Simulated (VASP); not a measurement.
A run of VASP 6.6.1:

INCAR

```
SYSTEM = TlBr3
  PREC = Accurate
  ENCUT = 500
  EDIFF = 1E-6
  ISMEAR = 0
  SIGMA = 0.1
  LREAL = .False.
  LASPH = .True.
  NELM = 120
  ALGO = Normal
  ISIF = 2
  LWAVE = .False.
  LCHARG = .False.
  GGA = PE
  NBANDS = 44
  GGA_COMPAT = .False.
```

KPOINTS

```
Automatic mesh
0
Gamma
  6 6 6
  0 0 0
```

POSCAR

```
TlBr3
1.0
    6.1585801898      0.0000000000      0.0000000000
    0.0000000000      6.1585801898      0.0000000000
    0.0000000000      0.0000000000      6.1585801898
Tl Br
2 6
Direct
    0.0000000000      0.0000000000      0.0000000000
    0.5000000000      0.5000000000      0.5000000000
    0.0000000000      0.5000000000      0.2500000000
    0.0000000000      0.5000000000      0.7500000000
    0.2500000000      0.0000000000      0.5000000000
    0.7500000000      0.0000000000      0.5000000000
    0.5000000000      0.7500000000      0.0000000000
    0.5000000000      0.2500000000      0.0000000000
```

Potentials or basis: VASP PAW PBE potentials, release 64 (Tl_d, Br).

Command:

```bash
$ cat potpaw_PBE.64/Tl_d/POTCAR potpaw_PBE.64/Br/POTCAR > POTCAR
$ mpirun -np 1 vasp_std > vasp.out
```

Hardware: 1 thread of Intel(R) Xeon(R) Platinum 8488C (Sapphire Rapids), on a shared host.

How long does it take, and how much memory?

It took 3.9 min on 1 thread of Intel(R) Xeon(R) Platinum 8488C (Sapphire Rapids) (shared host), peak memory 0.42 GiB. Counts: scf iterations 13, k points 20.
